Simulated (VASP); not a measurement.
# PbI2 in VASP: further runs

PbI2 is run at these levels: PBE; tasks: single point.

Program: VASP 6.6.1. These are calculated values, not measurements. Logs are shortened: lines on timing, memory, paths and dates and some standing lists are left out, and cuts for length are marked.

## 1. The cell of the first run

The cell holds a sheet with vacuum, 3 atoms: a = 4.666 Å, b = 4.666 Å, c = 31.196 Å, α = 90.00°, β = 90.00°, γ = 120.00°.

The cell was built from a structure type or drawn by symmetry, and may not be a known phase.

## 2. Single point, PBE

File INCAR:

```
SYSTEM = PbI2
  PREC = Accurate
  ENCUT = 400
  EDIFF = 1E-6
  ISMEAR = 0
  SIGMA = 0.02
  LREAL = .False.
  LASPH = .True.
  NELM = 120
  ALGO = Normal
  ISIF = 2
  LWAVE = .False.
  LCHARG = .False.
  LDIPOL = .True.
  IDIPOL = 3
  DIPOL = 0.5 0.5 0.289
  GGA = PE
  NBANDS = 21
  GGA_COMPAT = .False.
  NELMDL = -8
```

File KPOINTS:

```
regular mesh
0
Gamma
  6 6 1
  0 0 0
```

File POSCAR:

```
PbI2
1.0
    4.6658433698      0.0000000000      0.0000000000
   -2.3329216849      4.0407388883      0.0000000000
    0.0000000000      0.0000000000     31.1956196800
Pb I
1 2
Direct
    0.0000000000      0.0000000000      0.2885020427
    0.3333333333      0.6666666667      0.3482474749
    0.6666666667      0.3333333333      0.2287566105
```

Potentials or basis: VASP PAW PBE potentials, release 64 (Pb_d, I).

Launch:

```console
> cat potpaw_PBE.64/Pb_d/POTCAR potpaw_PBE.64/I/POTCAR > POTCAR
> mpirun -np 1 vasp_std > vasp.out
```

OUTCAR:

```text
SYSTEM = PbI2
   PREC = Accurate
   ENCUT = 400
   EDIFF = 1E-6
   ISMEAR = 0
   LREAL = .False.
   LASPH = .True.
   NELM = 120
   ISIF = 2
   GGA = PE
   NELMDL = -8

 ion  position               nearest neighbor table
   1  0.000  0.000  0.289-   2 3.28   3 3.28   2 3.28   3 3.28   2 3.28   3 3.28
   2  0.333  0.667  0.348-   1 3.28   1 3.28   1 3.28
   3  0.667  0.333  0.229-   1 3.28   1 3.28   1 3.28

  LATTYP: Found a hexagonal cell.
 ALAT       =     4.6658433698
 C/A-ratio  =     6.6859551870

  Lattice vectors:

 A1 = (   4.6658433698,   0.0000000000,   0.0000000000)
 A2 = (  -2.3329216849,   4.0407388883,   0.0000000000)
 A3 = (   0.0000000000,   0.0000000000,  31.1956196800)

Analysis of symmetry for initial positions (statically):
=====================================================================
 Subroutine PRICEL returns:
 Original cell was already a primitive cell.

 Routine SETGRP: Setting up the symmetry group for a
 hexagonal supercell.

 Subroutine GETGRP returns: Found 12 space group operations
 (whereof  6 operations were pure point group operations)
 out of a pool of 24 trial point group operations.

The static configuration has the point symmetry C_3v.
 The point group associated with its full space group is D_3d.

Analysis of symmetry for dynamics (positions and initial velocities):
=====================================================================
 Subroutine PRICEL returns:
 Original cell was already a primitive cell.

 Routine SETGRP: Setting up the symmetry group for a
 hexagonal supercell.

 Subroutine GETGRP returns: Found 12 space group operations
 (whereof  6 operations were pure point group operations)
 out of a pool of 24 trial point group operations.

The dynamic configuration has the point symmetry C_3v.
 The point group associated with its full space group is D_3d.

 Subroutine INISYM returns: Found 12 space group operations
 (whereof  6 operations are pure point group operations),
 and found     1 'primitive' translations

----------------------------------------------------------------------------------------

                                     Primitive cell

  volume of cell :     588.1452

  direct lattice vectors                    reciprocal lattice vectors
     4.665843370  0.000000000  0.000000000     0.214323525  0.123739745  0.000000000
    -2.332921685  4.040738888  0.000000000     0.000000000  0.247479490  0.000000000
     0.000000000  0.000000000 31.195619680     0.000000000  0.000000000  0.032055783

  length of vectors
     4.665843370  4.665843370 31.195619680     0.247479490  0.247479490  0.032055783

  position of ions in fractional coordinates (direct lattice)
     0.000000000  0.000000000  0.288502043
     0.333333333  0.666666667  0.348247475
     0.666666667  0.333333333  0.228756610

  ion indices of the primitive-cell ions
   primitive index   ion index
                 1           1
                 2           2
                 3           3

----------------------------------------------------------------------------------------

 KPOINTS: regular mesh

Automatic generation of k-mesh.
 Grid dimensions read from file:
 generate k-points for:    6    6    1

 Generating k-lattice:

  Cartesian coordinates                     Fractional coordinates (reciprocal lattice)
     0.035720588  0.020623291  0.000000000     0.166666667  0.000000000  0.000000000
     0.000000000  0.041246582  0.000000000     0.000000000  0.166666667  0.000000000
     0.000000000  0.000000000  0.032055783     0.000000000  0.000000000  1.000000000

  Length of vectors
     0.041246582  0.041246582  0.032055783

  Shift w.r.t. Gamma in fractional coordinates (k-lattice)
     0.000000000  0.000000000  0.000000000

 Subroutine IBZKPT returns following result:
 ===========================================

 Found      7 irreducible k-points:

 Following reciprocal coordinates:
            Coordinates               Weight
  0.000000  0.000000  0.000000      1.000000
  0.166667  0.000000  0.000000      6.000000
  0.333333  0.000000  0.000000      6.000000
  0.500000  0.000000  0.000000      3.000000
  0.166667  0.166667  0.000000      6.000000
  0.333333  0.166667  0.000000     12.000000
  0.333333  0.333333  0.000000      2.000000
   k-points           NKPTS =      7   k-points in BZ     NKDIM =      7   number of bands    NBANDS=     21
   number of dos      NEDOS =    301   number of ions     NIONS =      3
   total plane-waves  NPLWV = 189000
   dimension x,y,z NGX =    30 NGY =   30 NGZ =  210
   dimension x,y,z NGXF=    60 NGYF=   60 NGZF=  420
   ions per type =               1   2
   NGX,Y,Z   is equivalent  to a cutoff of  10.69, 10.69, 11.19 a.u.
   NGXF,Y,Z  is equivalent  to a cutoff of  21.38, 21.38, 22.38 a.u.
 SYSTEM =  PbI2
   PREC   = accura    normal or accurate (medium, high low for compatibility)
   ISTART =      0    job   : 0-new  1-cont  2-samecut
   ICHARG =      2    charge: 1-file 2-atom 10-const
   ISPIN  =      1    spin polarized calculation?
   LNONCOLLINEAR =      F non collinear calculations
   LSORBIT =      F    spin-orbit coupling
   LASPH  =      T    aspherical Exc in radial PAW
   ENCUT  =  400.0 eV  29.40 Ry    5.42 a.u.   7.61  7.61 50.87*2*pi/ulx,y,z
   NELM   =    120;   NELMIN=  2; NELMDL= -8     # of ELM steps
   EDIFF  = 0.1E-05   stopping-criterion for ELM
   LREAL  =      F    real-space projection
   EDIFFG = 0.1E-04   stopping-criterion for IOM
   NSW    =      0    number of steps for IOM
   IBRION =     -1    ionic relax: 0-MD 1-quasi-New 2-CG
   NFREE  =      0    steps in history (QN), initial steepest desc. (CG)
   ISIF   =      2    stress and relaxation
   ISYM   =      2    0-nonsym 1-usesym 2-fastsym
   POTIM  = 0.5000    time-step for ionic-motion
   TEBEG  =    0.0;   TEEND  =   0.0 temperature during run
   PSTRESS=    0.0 pullay stress
   NELECT =      28.0000    total number of electrons
   NUPDOWN=      -1.0000    fix difference up-down
   EMIN   =  10.00;   EMAX   =-10.00  energy-range for DOS
   EFERMI =   0.00;   METHOD = LEGACY
   ISMEAR =     0;   SIGMA  =   0.02  broadening in eV -4-tet -1-fermi 0-gaus
   EFERMI_NEDOS =   21; number of points for ismear=-14 and -15
   IALGO  =     38    algorithm
   IMIX   =      4    mixing-type and parameters
     AMIX     =   0.40;   BMIX     =  1.00
     AMIX_MAG =   1.60;   BMIX_MAG =  1.00
  volume/ion in A,a.u.               =     196.05      1323.00
  Fermi-wavevector in a.u.,A,eV,Ry     =   0.593334  1.121239  4.789868  0.352045
  Thomas-Fermi vector in A             =   1.642493
   LORBIT       =      0    0 simple, 1 ext, 2 COOP (PROOUT), +10 PAW based schemes
   GGA     = PE    functional components
   LHFCALC =     F    Hartree Fock is set to
   AEXX    =    0.0000 exact exchange contribution
   IVDW    =     0    specifies the selected vdW correction
   LEPSILON=     F    determine dielectric tensor
   LRPA    =     F    only Hartree local field effects (RPA)
 non-spin polarized calculation
 Gauss-broadening in eV      SIGMA  =   0.02
  energy-cutoff  :      400.00
  volume of cell :      588.15
 maximum number of plane-waves:     10799
   NGX = 15   NGY = 15   NGZ =101

 dipolmoment           0.000000      0.000000      0.000000 electrons x Angstroem

 number of electron      28.0000012 magnetization

 dipolmoment           0.000000      0.000000     -0.000000 electrons x Angstroem

 Free energy of the ion-electron system (eV)
  ---------------------------------------------------
  ext. energy  EPLUGINS =         0.00000000
  ---------------------------------------------------
  free energy    TOTEN  =        -8.61275265 eV

  energy without entropy =       -8.61275265  energy(sigma->0) =       -8.61275265

 E-fermi :  -4.4789     XC(G=0):  -2.0787

 val. band max:       -4.6079160913   @ k =   0.1667   0.1667   0.0000
 cond. band min:      -2.0666528361   @ k =   0.0000   0.0000   0.0000
 fundamental gap:      2.5412632552
 Fermi energy:        -4.4789334218

 k-point     1 :       0.0000    0.0000    0.0000
  band No.  band energies     occupation
      1     -20.4780      2.00000
      2     -20.4780      2.00000
      3     -20.4718      2.00000
      4     -20.4640      2.00000
      5     -20.4640      2.00000
      6     -16.1746      2.00000
[... 13 lines left out ...]
     20       1.9158      0.00000
     21       2.2431      0.00000

 k-point     2 :       0.1667    0.0000    0.0000
  band No.  band energies     occupation
      1     -20.4853      2.00000
      2     -20.4759      2.00000
      3     -20.4697      2.00000
      4     -20.4649      2.00000
      5     -20.4625      2.00000
      6     -16.0725      2.00000
[... 13 lines left out ...]
     20       2.1886      0.00000
     21       2.2951      0.00000

 k-point     3 :       0.3333    0.0000    0.0000
  band No.  band energies     occupation
      1     -20.5005      2.00000
      2     -20.4743      2.00000
      3     -20.4695      2.00000
      4     -20.4619      2.00000
      5     -20.4571      2.00000
      6     -15.8303      2.00000
[... 13 lines left out ...]
     20       2.4875      0.00000
     21       2.9541      0.00000

 k-point     4 :       0.5000    0.0000    0.0000
  band No.  band energies     occupation
      1     -20.5082      2.00000
      2     -20.4743      2.00000
      3     -20.4705      2.00000
      4     -20.4593      2.00000
      5     -20.4535      2.00000
      6     -15.6617      2.00000
[... 13 lines left out ...]
     20       3.1259      0.00000
     21       3.3168      0.00000

 k-point     5 :       0.1667    0.1667    0.0000
  band No.  band energies     occupation
      1     -20.4941      2.00000
      2     -20.4771      2.00000
      3     -20.4669      2.00000
      4     -20.4657      2.00000
      5     -20.4585      2.00000
      6     -15.8988      2.00000
[... 13 lines left out ...]
     20       2.2435      0.00000
     21       2.6277      0.00000

 k-point     6 :       0.3333    0.1667    0.0000
  band No.  band energies     occupation
      1     -20.5019      2.00000
      2     -20.4796      2.00000
      3     -20.4674      2.00000
      4     -20.4612      2.00000
      5     -20.4558      2.00000
      6     -15.6756      2.00000
[... 13 lines left out ...]
     20       3.0126      0.00000
     21       3.1310      0.00000

 k-point     7 :       0.3333    0.3333    0.0000
  band No.  band energies     occupation
      1     -20.4922      2.00000
      2     -20.4922      2.00000
      3     -20.4619      2.00000
      4     -20.4606      2.00000
      5     -20.4606      2.00000
      6     -15.5532      2.00000
[... 13 lines left out ...]
     20       2.9621      0.00000
     21       3.2539      0.00000

------------------------ aborting loop because EDIFF is reached ----------------------------------------

 vacuum level on the upper side and lower side of the slab       (xc-potential included)        -0.006        -0.006

  FORCE on cell =-STRESS in cart. coord.  units (eV):
  Direction    XX          YY          ZZ          XY          YZ          ZX
  --------------------------------------------------------------------------------------
  -------------------------------------------------------------------------------------
  Total       -0.0033648     -0.0033648     -0.0276401     -0.0000000     -0.0000000      0.0000000
  in kB       -0.0091661     -0.0091661     -0.0752950     -0.0000000     -0.0000000      0.0000000
  external PRESSURE =      -0.0312091 kB  Pullay stress =       0.0000000 kB

 VOLUME and BASIS-vectors are now :
 -----------------------------------------------------------------------------
  energy-cutoff  :      400.00
  volume of cell :      588.15
      direct lattice vectors                 reciprocal lattice vectors
     4.665843370  0.000000000  0.000000000     0.214323525  0.123739745  0.000000000
    -2.332921685  4.040738888  0.000000000     0.000000000  0.247479490  0.000000000
     0.000000000  0.000000000 31.195619680     0.000000000  0.000000000  0.032055783

 POSITION                                       TOTAL-FORCE (eV/Angst)
 -----------------------------------------------------------------------------------
      0.00000      0.00000      9.00000         0.000000      0.000000      0.000000
     -0.00000      2.69383     10.86380         0.000000     -0.000000     -0.000801
      2.33292      1.34691      7.13620        -0.000000      0.000000      0.000801
 -----------------------------------------------------------------------------------
    total drift:                               -0.000000     -0.000000     -0.000077

  FREE ENERGIE OF THE ION-ELECTRON SYSTEM (eV)
  ---------------------------------------------------
  free  energy   TOTEN  =        -8.6127526471 eV

  energy  without entropy=       -8.6127526471  energy(sigma->0) =       -8.61275265

 vacuum level on the upper side and lower side of the slab         1.865         1.866
```

Run time: 57 s. Hardware: 1 thread of AMD EPYC 9R45 (Zen 5), shared host; peak memory 0.4 GiB.

Results:

```yaml
Free_energy: -8.6128 eV
Band_gap_on_the_k_mesh: 2.54 eV (least direct gap 2.88 eV)
```

Levels at points of the mesh, in eV from the valence-band top:
```tsv
k point	band 10	band 11	band 12	band 13	band 14	band 15	band 16	band 17	band 18	band 19
(0.00, 0.00, 0.00)	-0.70	-0.70	-0.48	-0.48	-0.34	2.54	3.48	3.48	5.80	6.06
(0.50, 0.00, 0.00)	-1.53	-1.53	-0.69	-0.56	-0.48	3.33	4.13	4.37	5.88	7.73
```

Caveat: spin-orbit coupling is left out, which moves the levels of the heavy elements.

## 3. Single point, PBE

File INCAR:

```
PREC = Accurate
ENCUT = 400
EDIFF = 1E-6
ISMEAR = 0
SIGMA = 0.02
LREAL = False
LASPH = True
NELM = 120
ALGO = Normal
ISIF = 2
LWAVE = False
LCHARG = False
LDIPOL = True
IDIPOL = 3
DIPOL = 0.5 0.5 0.289
GGA = PE
NBANDS = 21
GGA_COMPAT = False
NELMDL = -8
```

File KPOINTS:

```
Automatic mesh
0
Gamma
  6 6 1
```

File POSCAR:

```
PbI2
1.0
    4.6641649032      0.0000000000      0.0000000000
   -2.3320824516      4.0392852936      0.0000000000
    0.0000000000      0.0000000000     31.1956196800
Pb I
1 2
Direct
    0.0000000000      0.0000000000      0.2885020427
    0.3333333333      0.6666666667      0.3482111353
    0.6666666667      0.3333333333      0.2287929501
```

Potentials or basis: VASP PAW PBE potentials, release 64 (Pb_d, I).

Launch:

```console
> cat potpaw_PBE.64/Pb_d/POTCAR potpaw_PBE.64/I/POTCAR > POTCAR
> mpirun -np 1 vasp_std > vasp.out
```

Run time: 56 s. Hardware: 1 thread of AMD EPYC 9R45 (Zen 5), shared host; peak memory 0.4 GiB.

Results (log left out):

| Property | Result |
| --- | --- |
| Free energy | -8.6127 eV |
| Largest force | 0.006 eV/Å |
| Band gap on the k mesh | 2.54 eV (least direct gap 2.88 eV) |

Forces on the atoms (eV/Å):
```
Pb   0.000  0.000  0.000
I    0.000  0.000  0.006
I    0.000  0.000 -0.006
```

Levels at points of the mesh, in eV from the valence-band top:
```
           k point  band 12  band 13  band 14  band 15  band 16  band 17
(0.00, 0.00, 0.00)    -0.48    -0.48    -0.34     2.54     3.48     3.48
(0.50, 0.00, 0.00)    -0.70    -0.56    -0.48     3.33     4.13     4.37
```

Caveat: spin-orbit coupling is left out, which moves the levels of the heavy elements.
